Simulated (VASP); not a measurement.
## LiH8ClO4: molecular dynamics with r2SCAN+D3(BJ)

The system is LiH8ClO4.

```
O H Li Cl
1.0
     5.28480    0.00000    0.00000
     0.00000    5.28480    0.00000
     0.00000    0.00000    5.28480
O H Li Cl
4 8 1 1
Direct
  0.70392 0.38721 0.84995
  0.99648 0.11181 0.50765
  0.51493 0.00380 0.12660
  0.04771 0.75535 0.98790
  0.56771 0.46071 0.73993
  0.81332 0.28893 0.73239
  0.14235 0.22291 0.47202
  0.05783 0.93252 0.46340
  0.51976 0.15870 0.03673
  0.67674 0.00488 0.21448
  0.06572 0.89239 0.86396
  0.93193 0.64320 0.90783
  0.38901 0.67958 0.06889
  0.32504 0.55384 0.49201
```

```yaml
Program: VASP 6.6.1
Task: molecular dynamics
Functional: r2SCAN
Dispersion: D3(BJ)
Potentials_or_basis: VASP PAW PBE potentials, release 64 (O, H, Li_sv, Cl)
Cutoff: 520 eV
k_mesh: 1 × 1 × 1
Occupations: fermi-dirac, width 0.02 eV
Spin: no spin polarisation
Dipole_correction: no
Further_INCAR_settings: ALGO = Normal; EDIFF = 1e-05; NBANDS = 34; ISYM = 0; IBRION = 0; POTIM = 0.5; NSW = 40
```

The dispersion energy per atom is -0.027 eV.

The path:
| step | potential energy change (eV) | largest force (eV/Å) | pressure (GPa) | volume (Å³) | temperature (K) |
| --- | --- | --- | --- | --- | --- |
| 1 | 0.0000 | 2.4202 | 0.03 | 147.60 | 250 |
| 2 | -0.0036 | 2.1344 | -0.30 | 147.60 | 252 |
| 3 | -0.0205 | 1.7097 | -0.62 | 147.60 | 262 |
| 4 | -0.0429 | 1.4479 | -0.86 | 147.60 | 274 |
| 5 | -0.0601 | 1.5136 | -0.97 | 147.60 | 283 |
| 6 | -0.0633 | 1.4969 | -0.93 | 147.60 | 283 |
| 7 | -0.0508 | 1.4317 | -0.75 | 147.60 | 272 |
| 8 | -0.0297 | 2.1679 | -0.47 | 147.60 | 257 |
| 9 | -0.0139 | 2.6071 | -0.16 | 147.60 | 244 |
| 10 | -0.0144 | 2.6331 | 0.14 | 147.60 | 242 |
| 11 | -0.0328 | 2.2688 | 0.38 | 147.60 | 249 |
| 12 | -0.0599 | 1.7423 | 0.56 | 147.60 | 261 |
| 13 | -0.0838 | 1.5756 | 0.70 | 147.60 | 271 |
| 14 | -0.0969 | 1.7343 | 0.80 | 147.60 | 274 |
| 15 | -0.0985 | 2.1659 | 0.87 | 147.60 | 270 |
| 16 | -0.0925 | 2.4959 | 0.90 | 147.60 | 261 |
| 17 | -0.0834 | 2.6289 | 0.89 | 147.60 | 250 |
| 18 | -0.0753 | 2.5682 | 0.83 | 147.60 | 240 |
| 19 | -0.0726 | 2.3451 | 0.72 | 147.60 | 233 |
| 20 | -0.0787 | 2.1865 | 0.57 | 147.60 | 232 |
| 21 | -0.0949 | 2.1334 | 0.38 | 147.60 | 237 |
| 22 | -0.1170 | 1.8545 | 0.19 | 147.60 | 246 |
| 23 | -0.1367 | 1.5972 | 0.03 | 147.60 | 253 |
| 24 | -0.1449 | 1.6922 | -0.05 | 147.60 | 253 |
| 25 | -0.1373 | 1.7132 | -0.06 | 147.60 | 244 |
| 26 | -0.1178 | 1.6810 | 0.00 | 147.60 | 229 |
| 27 | -0.0966 | 2.0887 | 0.09 | 147.60 | 213 |
| 28 | -0.0844 | 2.1955 | 0.19 | 147.60 | 204 |
| 29 | -0.0856 | 1.9504 | 0.27 | 147.60 | 203 |
| 30 | -0.0971 | 1.4281 | 0.34 | 147.60 | 208 |
| 31 | -0.1113 | 1.3638 | 0.41 | 147.60 | 217 |
| 32 | -0.1212 | 1.2255 | 0.50 | 147.60 | 223 |
| 33 | -0.1235 | 1.6794 | 0.62 | 147.60 | 226 |
| 34 | -0.1176 | 2.1762 | 0.76 | 147.60 | 225 |
| 35 | -0.1050 | 2.4665 | 0.93 | 147.60 | 220 |
| 36 | -0.0884 | 2.5428 | 1.10 | 147.60 | 213 |
| 37 | -0.0722 | 2.4227 | 1.24 | 147.60 | 207 |
| 38 | -0.0625 | 2.1313 | 1.34 | 147.60 | 206 |
| 39 | -0.0648 | 2.2690 | 1.37 | 147.60 | 213 |
| 40 | -0.0801 | 2.2398 | 1.33 | 147.60 | 228 |

Run time: 11 min on 1 thread of Intel(R) Xeon(R) Platinum 8488C (Sapphire Rapids), on a shared host, peak memory 0.29 GiB.

Caveat: the k points lie up to 1.19 Å⁻¹ apart; the cutoff is under 1.25 times the usual one of these potentials, so pressure, stress and relaxed cells hold a basis-set (Pulay) error; the PAW data sets were made with another functional, which shifts forces and pressure a little.
